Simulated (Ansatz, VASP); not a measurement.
## SrO in VASP and in Ansatz

```xyz
2
Lattice="0.0000 2.5351 2.5351 2.5351 0.0000 2.5351 2.5351 2.5351 0.0000" Properties=species:S:1:pos:R:3 pbc="T T T"
Sr    0.0000    0.0000    0.0000
O     2.5351    2.5351    2.5351
```

Change from the starting cell: volume scaled by 0.96, crystal datasets.

Alike in both runs: task electric field gradients; functional LDA; k mesh 8 × 8 × 8; occupations fermi-dirac, width 0.02 eV; no spin polarisation.

|  | VASP | Ansatz |
| --- | --- | --- |
| version | VASP 6.6.1 | Ansatz 0.2.0 |
| potentials or method | VASP PAW LDA potentials, release 64 (Sr_sv, O), cutoff 520 eV | all-electron PAW with datasets made for the crystal, scalar-relativistic |

```tsv
	VASP	Ansatz	Ansatz less VASP
gap on the k mesh at the Fermi level (eV)	3.06	3.13	+0.062
pressure (GPa)	0.5	-0.3	-0.82
```

LDA's correlation is that of Perdew and Zunger in VASP and of Perdew and Wang (1992) in Ansatz. Ansatz ran all-electron here, and VASP with PAW potentials.
